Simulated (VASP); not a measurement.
# P (R-3m) in VASP: notebook

Runs on P. Level: r2SCAN. Tasks: relaxation of cell and atoms, single point.

All numbers are computed with VASP 6.6.1; they aren't measurements. Logs are shortened: lines on timing, memory, paths and dates and some standing lists are left out, and cuts for length are marked.

## 1. The cell of the first run

Symmetry: R-3m, No. 166, trigonal system. The conventional cell has a = 3.401 Å, b = 3.401 Å, c = 8.677 Å, α = 90.00°, β = 90.00°, γ = 120.00°. Within 3.0 Å of P (site symmetry 3m) lie 6 P at 2.28 to 2.62 Å.

## 2. Relaxation of cell and atoms, r2SCAN, target pressure 7.4 GPa, at which the enthalpy is minimised

POSCAR reads:

```
P
1.0
    1.7004581635      0.9817599785      2.8921724973
   -1.7004581635      0.9817599785      2.8921724973
    0.0000000000     -1.9635199568      2.8921724974
P
2
Direct
    0.2334331569      0.2334331569      0.2334331569
    0.7665668431      0.7665668431      0.7665668431
```

INCAR.step1 reads:

```
SYSTEM = P
  PREC = Accurate
  ENCUT = 600
  ISMEAR = -1
  SIGMA = 0.1
  LREAL = .False.
  LASPH = .True.
  NELM = 100
  GGA = PE
  ALGO = Normal
  EDIFF = 1E-4
  LWAVE = .True.
  LCHARG = .False.
```

INCAR.step2 reads:

```
SYSTEM = P
  PREC = Accurate
  ENCUT = 600
  EDIFF = 1E-7
  ISMEAR = -1
  SIGMA = 0.1
  LREAL = .False.
  LASPH = .True.
  NELM = 100
  ALGO = Normal
  ISIF = 3
  LWAVE = .False.
  LCHARG = .False.
  METAGGA = R2SCAN
  LMIXTAU = .True.
  IBRION = 2
  NSW = 80
  EDIFFG = -0.002
  PSTRESS = 74.0
  ISTART = 1
```

KPOINTS reads:

```
Automatic mesh
0
Gamma
  15 15 15
  0 0 0
```

Potentials or basis: VASP PAW PBE potentials, release 64 (P).

Command:

```bash
> cat potpaw_PBE.64/P/POTCAR > POTCAR
> cp INCAR.step1 INCAR
> mpirun -np 1 vasp_std > vasp.out
> cp INCAR.step2 INCAR
> mpirun -np 1 vasp_std > vasp.out
```

OUTCAR:

```text
SYSTEM = P
   PREC = Accurate
   ENCUT = 600
   EDIFF = 1E-7
   ISMEAR = -1
   LREAL = .False.
   LASPH = .True.
   NELM = 100
   ISIF = 3
   METAGGA = R2SCAN
   IBRION = 2
   NSW = 80
   EDIFFG = -0.002
   PSTRESS = 74.0
   ISTART = 1

 ion  position               nearest neighbor table
   1  0.233  0.233  0.233-   2 2.28   2 2.28   2 2.28   2 2.62   2 2.62   2 2.62
   2  0.767  0.767  0.767-   1 2.28   1 2.28   1 2.28   1 2.62   1 2.62   1 2.62

  LATTYP: Found a trigonal (rhomboedric) cell.
 ALAT       =     3.4957220106
 COS(alpha) =     0.5267527267

  Lattice vectors:

 A1 = (   1.7004581635,   0.9817599785,   2.8921724973)
 A2 = (  -1.7004581635,   0.9817599785,   2.8921724973)
 A3 = (   0.0000000000,  -1.9635199568,   2.8921724974)

Analysis of symmetry for initial positions (statically):
=====================================================================
 Subroutine PRICEL returns:
 Original cell was already a primitive cell.

 Routine SETGRP: Setting up the symmetry group for a
 trigonal (rhombohedral) supercell.

 Subroutine GETGRP returns: Found 12 space group operations
 (whereof 12 operations were pure point group operations)
 out of a pool of 12 trial point group operations.

The static configuration has the point symmetry D_3d.

Analysis of symmetry for dynamics (positions and initial velocities):
=====================================================================
 Subroutine PRICEL returns:
 Original cell was already a primitive cell.

 Routine SETGRP: Setting up the symmetry group for a
 trigonal (rhombohedral) supercell.

 Subroutine GETGRP returns: Found 12 space group operations
 (whereof 12 operations were pure point group operations)
 out of a pool of 12 trial point group operations.

The dynamic configuration has the point symmetry D_3d.

 Subroutine INISYM returns: Found 12 space group operations
 (whereof 12 operations are pure point group operations),
 and found     1 'primitive' translations

----------------------------------------------------------------------------------------

                                     Primitive cell

  volume of cell :      28.9699

  direct lattice vectors                    reciprocal lattice vectors
     1.700458164  0.981759978  2.892172497     0.294038401  0.169763150  0.115253614
    -1.700458164  0.981759978  2.892172497    -0.294038401  0.169763150  0.115253614
     0.000000000 -1.963519957  2.892172497     0.000000000 -0.339526300  0.115253614

  length of vectors
     3.495722011  3.495722011  3.495722011     0.358554744  0.358554744  0.358554744

  position of ions in fractional coordinates (direct lattice)
     0.233433157  0.233433157  0.233433157
     0.766566843  0.766566843  0.766566843

  ion indices of the primitive-cell ions
   primitive index   ion index
                 1           1
                 2           2

----------------------------------------------------------------------------------------

 KPOINTS: Automatic mesh

Automatic generation of k-mesh.
 Grid dimensions read from file:
 generate k-points for:   15   15   15

 Generating k-lattice:

  Cartesian coordinates                     Fractional coordinates (reciprocal lattice)
     0.019602560  0.011317543  0.007683574     0.066666667  0.000000000  0.000000000
    -0.019602560  0.011317543  0.007683574     0.000000000  0.066666667  0.000000000
     0.000000000 -0.022635087  0.007683574    -0.000000000 -0.000000000  0.066666667

  Length of vectors
     0.023903650  0.023903650  0.023903650

  Shift w.r.t. Gamma in fractional coordinates (k-lattice)
     0.000000000  0.000000000  0.000000000

 Subroutine IBZKPT returns following result:
 ===========================================

 Found    344 irreducible k-points:

 Following reciprocal coordinates:
            Coordinates               Weight
  0.000000  0.000000  0.000000      1.000000
  0.066667  0.000000  0.000000      6.000000
  0.133333  0.000000  0.000000      6.000000
  0.200000 -0.000000 -0.000000      6.000000
  0.266667  0.000000  0.000000      6.000000
  0.333333  0.000000  0.000000      6.000000
[... 16 lines left out ...]
  0.133333  0.133333  0.000000      6.000000
  0.200000  0.133333  0.000000     12.000000
 [... further k-points ...]
   k-points           NKPTS =    344   k-points in BZ     NKDIM =    344   number of bands    NBANDS=      9
   number of dos      NEDOS =    301   number of ions     NIONS =      2
   total plane-waves  NPLWV =  21952
   dimension x,y,z NGX =    28 NGY =   28 NGZ =   28
   dimension x,y,z NGXF=    56 NGYF=   56 NGZF=   56
   ions per type =               2
   NGX,Y,Z   is equivalent  to a cutoff of  13.32, 13.32, 13.32 a.u.
   NGXF,Y,Z  is equivalent  to a cutoff of  26.63, 26.63, 26.63 a.u.
 SYSTEM =  P
   PREC   = accura    normal or accurate (medium, high low for compatibility)
   ISTART =      1    job   : 0-new  1-cont  2-samecut
   ICHARG =      0    charge: 1-file 2-atom 10-const
   ISPIN  =      1    spin polarized calculation?
   LNONCOLLINEAR =      F non collinear calculations
   LSORBIT =      F    spin-orbit coupling
   LASPH  =      T    aspherical Exc in radial PAW
   ENCUT  =  600.0 eV  44.10 Ry    6.64 a.u.   6.98  6.98  6.98*2*pi/ulx,y,z
   NELM   =    100;   NELMIN=  2; NELMDL=  0     # of ELM steps
   EDIFF  = 0.1E-06   stopping-criterion for ELM
   LREAL  =      F    real-space projection
   EDIFFG = -.2E-02   stopping-criterion for IOM
   NSW    =     80    number of steps for IOM
   IBRION =      2    ionic relax: 0-MD 1-quasi-New 2-CG
   NFREE  =      1    steps in history (QN), initial steepest desc. (CG)
   ISIF   =      3    stress and relaxation
   ISYM   =      2    0-nonsym 1-usesym 2-fastsym
   POTIM  = 0.5000    time-step for ionic-motion
   TEBEG  =    0.0;   TEEND  =   0.0 temperature during run
   PSTRESS=   74.0 pullay stress
   NELECT =      10.0000    total number of electrons
   NUPDOWN=      -1.0000    fix difference up-down
   EMIN   =  10.00;   EMAX   =-10.00  energy-range for DOS
   EFERMI =   0.00;   METHOD = LEGACY
   ISMEAR =    -1;   SIGMA  =   0.10  broadening in eV -4-tet -1-fermi 0-gaus
   EFERMI_NEDOS =   21; number of points for ismear=-14 and -15
   IALGO  =     38    algorithm
   IMIX   =      4    mixing-type and parameters
     AMIX     =   0.40;   BMIX     =  1.00
     AMIX_MAG =   1.60;   BMIX_MAG =  1.00
  volume/ion in A,a.u.               =      14.48        97.75
  Fermi-wavevector in a.u.,A,eV,Ry     =   1.148398  2.170158 17.943621  1.318819
  Thomas-Fermi vector in A             =   2.285074
   LORBIT       =      0    0 simple, 1 ext, 2 COOP (PROOUT), +10 PAW based schemes
   METAGGA = R2SCAN    functional components
   LHFCALC =     F    Hartree Fock is set to
   AEXX    =    0.0000 exact exchange contribution
   IVDW    =     0    specifies the selected vdW correction
   LEPSILON=     F    determine dielectric tensor
   LRPA    =     F    only Hartree local field effects (RPA)
 conjugate gradient relaxation of ions
 non-spin polarized calculation
  energy-cutoff  :      600.00
  volume of cell :       28.97
 maximum number of plane-waves:       984
   NGX = 13   NGY = 13   NGZ = 13

--------------------------------------- Ionic step        1  -------------------------------------------

 number of electron       9.9999999 magnetization

 Free energy of the ion-electron system (eV)
  ---------------------------------------------------
  ext. energy  EPLUGINS =         0.00000000
  ---------------------------------------------------
  free energy    TOTEN  =       -17.72019698 eV

  energy without entropy =      -17.70813000  energy(sigma->0) =      -17.71416349

------------------------ aborting loop because EDIFF is reached ----------------------------------------

  FORCE on cell =-STRESS in cart. coord.  units (eV):
  Direction    XX          YY          ZZ          XY          YZ          ZX
  --------------------------------------------------------------------------------------
  -------------------------------------------------------------------------------------
  Total        1.1768518      1.1768518      1.1594031      0.0000000     -0.0000000      0.0000000
  in kB       65.0857114     65.0857114     64.1207124      0.0000000     -0.0000000      0.0000000
  external PRESSURE =      -9.2359549 kB  Pullay stress =      74.0000000 kB
[... 93 lines left out ...]
  FREE ENERGIE OF THE ION-ELECTRON SYSTEM (eV)
  ---------------------------------------------------
  free  energy   TOTEN  =       -17.7123507106 eV

  energy  without entropy=      -17.7002458153  energy(sigma->0) =      -17.70629826

  enthalpy is  TOTEN    =       -16.3827419258 eV   P V=        1.3296087847

[... ionic steps 4 to 8 ...]

--------------------------------------- Ionic step        9  -------------------------------------------

 number of electron       9.9999999 magnetization

------------------------ aborting loop because EDIFF is reached ----------------------------------------

  FORCE on cell =-STRESS in cart. coord.  units (eV):
  Direction    XX          YY          ZZ          XY          YZ          ZX
  --------------------------------------------------------------------------------------
  -------------------------------------------------------------------------------------
  Total        1.3296268      1.3296268      1.3327681     -0.0000000     -0.0000000     -0.0000000
  in kB       74.1857455     74.1857455     74.3610093     -0.0000000     -0.0000000     -0.0000000
  external PRESSURE =       0.2441668 kB  Pullay stress =      74.0000000 kB
[... 61 lines left out ...]
  enthalpy is  TOTEN    =       -16.3828291369 eV   P V=        1.3267390637

--------------------------------------- Ionic step       11  -------------------------------------------

 number of electron       9.9999999 magnetization

 Free energy of the ion-electron system (eV)
  ---------------------------------------------------
  ext. energy  EPLUGINS =         0.00000000
  ---------------------------------------------------
  free energy    TOTEN  =       -17.70926412 eV

  energy without entropy =      -17.69690592  energy(sigma->0) =      -17.70308502

 E-fermi :  10.3675     XC(G=0): -11.8928

 val. band max:       10.3499543291   @ k =   0.4000   0.2667   0.2667
 cond. band min:      10.3710671721   @ k =   0.3333   0.2667   0.2667
 fundamental gap:      0.0211128430
 Fermi energy:        10.3675366360

 k-point     1 :       0.0000    0.0000    0.0000
  band No.  band energies     occupation
      1      -7.7863      2.00000
      2       7.2843      2.00000
      3       7.2843      2.00000
      4       7.3322      2.00000
      5       8.4685      2.00000
      6      12.8633      0.00000
      7      13.9366      0.00000
      8      13.9366      0.00000
      9      16.2299      0.00000
[... 265 lines left out ...]
 k-point    24 :       0.2000    0.1333    0.0000
  band No.  band energies     occupation
      1      -7.0729      2.00000
      2       4.1509      2.00000
      3       6.0011      2.00000
      4       6.4173      2.00000
      5       9.6586      1.99833
      6      12.3340      0.00000
      7      13.0715      0.00000
      8      15.0138      0.00000
      9      15.5148      0.00000

 [... further k-points ...]

------------------------ aborting loop because EDIFF is reached ----------------------------------------

  FORCE on cell =-STRESS in cart. coord.  units (eV):
  Direction    XX          YY          ZZ          XY          YZ          ZX
  --------------------------------------------------------------------------------------
  -------------------------------------------------------------------------------------
  Total        1.3259962      1.3259962      1.3278856     -0.0000000     -0.0000000      0.0000000
  in kB       73.9755969     73.9755969     74.0810024     -0.0000000     -0.0000000      0.0000000
  external PRESSURE =       0.0107321 kB  Pullay stress =      74.0000000 kB
[... 17 lines left out ...]
  FREE ENERGIE OF THE ION-ELECTRON SYSTEM (eV)
  ---------------------------------------------------
  free  energy   TOTEN  =       -17.7092641201 eV

  energy  without entropy=      -17.6969059214  energy(sigma->0) =      -17.70308502

  enthalpy is  TOTEN    =       -16.3828304791 eV   P V=        1.3264336410

 reached required accuracy - stopping structural energy minimisation
```

It took 29 min on 1 thread of Intel Xeon Platinum 8488C (Sapphire Rapids), shared host; peak memory 0.24 GiB.

What came out:

| Property | Result |
| --- | --- |
| Free energy | -17.7093 eV |
| Relaxed volume | 14.36 Å³/atom |
| Relaxed cell | a = 3.481 Å, b = 3.481 Å, c = 3.481 Å, α = 58.37°, β = 58.37°, γ = 58.37° |
| Space group after relaxing (to 0.1 Å) | R-3m (No. 166) |
| Energy change on relaxing (the run minimises the enthalpy) | +5.5 meV/atom |
| Ionic steps | 11 |
| Pressure after relaxing | 7.4 GPa |
| Band gap on the k mesh | zero (bands 5 and 6 overlap by 1.66 eV) |

The path:
```csv
step,energy change (eV),largest force (eV/Å),pressure (GPa),volume (Å³)
1,0.0000,0.0443,6.48,28.97
2,0.0160,0.0694,8.23,28.62
3,0.0078,0.0147,7.38,28.79
4,0.0077,0.0135,7.37,28.79
5,0.0083,0.0115,7.36,28.78
6,0.0102,0.0065,7.37,28.74
7,0.0113,0.0015,7.43,28.71
8,0.0111,0.0021,7.43,28.71
9,0.0111,0.0025,7.42,28.72
10,0.0106,0.0038,7.36,28.73
11,0.0109,0.0006,7.40,28.72
```

Final structure:
```xyz
2
Lattice="1.6975 0.9801 2.8770 -1.6975 0.9801 2.8770 0.0000 -1.9601 2.8770" Properties=species:S:1:pos:R:3 pbc="T T T"
P     0.0000    0.0000    2.0166
P     0.0000    0.0000    6.6145
```

Caveat: the cell is relaxed towards a set pressure, so the run minimises the enthalpy, not the energy; the PAW data sets were made with another functional, which shifts forces and pressure a little.

## 3. Single point, r2SCAN

POSCAR is that of step 2.

INCAR.step1 reads:

```
SYSTEM = P
ALGO = Normal
EDIFF = 1E-4
ENCUT = 520
GGA = PE
ISMEAR = 0
LASPH = .True.
LCHARG = .False.
LREAL = .False.
LWAVE = .True.
NBANDS = 12
NELM = 100
PREC = Accurate
SIGMA = 0.1
```

INCAR.step2 reads:

```
SYSTEM = P
ALGO = Normal
EDIFF = 1E-6
ENCUT = 520
ISIF = 2
ISMEAR = 0
ISTART = 1
LASPH = .True.
LCHARG = .True.
LELF = .True.
LMIXTAU = .True.
LREAL = .False.
LVHAR = .True.
LWAVE = .False.
METAGGA = R2SCAN
NBANDS = 12
NELM = 100
PREC = Accurate
SIGMA = 0.1
```

KPOINTS reads:

```
k-points
0
Gamma
  9 9 9
  0 0 0
```

Potentials or basis: VASP PAW PBE potentials, release 64 (P).

Command:

```bash
> cat potpaw_PBE.64/P/POTCAR > POTCAR
> cp INCAR.step1 INCAR
> mpirun -np 1 vasp_std > vasp.out
> cp INCAR.step2 INCAR
> mpirun -np 1 vasp_std > vasp.out
```

Wall time 72 s (1 thread of Intel Xeon Platinum 8488C (Sapphire Rapids), shared host); peak memory 0.16 GiB.

The run converged. Its results:

* Free energy: -17.7152 eV
* Pressure: 6.7 GPa
* Largest force: 0.093 eV/Å
* Band gap on the k mesh: zero (bands 5 and 6 overlap by 1.34 eV)

Forces on the atoms (eV/Å):
```
P    0.000  0.000 -0.093
P    0.000  0.000  0.093
```

Stress tensor (GPa, compression positive):
```
6.64 0.00 0.00
0.00 6.64 0.00
0.00 0.00 6.96
```

Levels at points of the mesh, in eV from the Fermi level:
```csv
k point,band 2,band 3,band 4,band 5,band 6,band 7,band 8,band 9
"(0.00, 0.00, 0.00)",-3.14,-3.14,-3.13,-2.09,2.38,3.48,3.48,5.79
```

Caveat: the cell stands under pressure; the PAW data sets were made with another functional, which shifts forces and pressure a little.
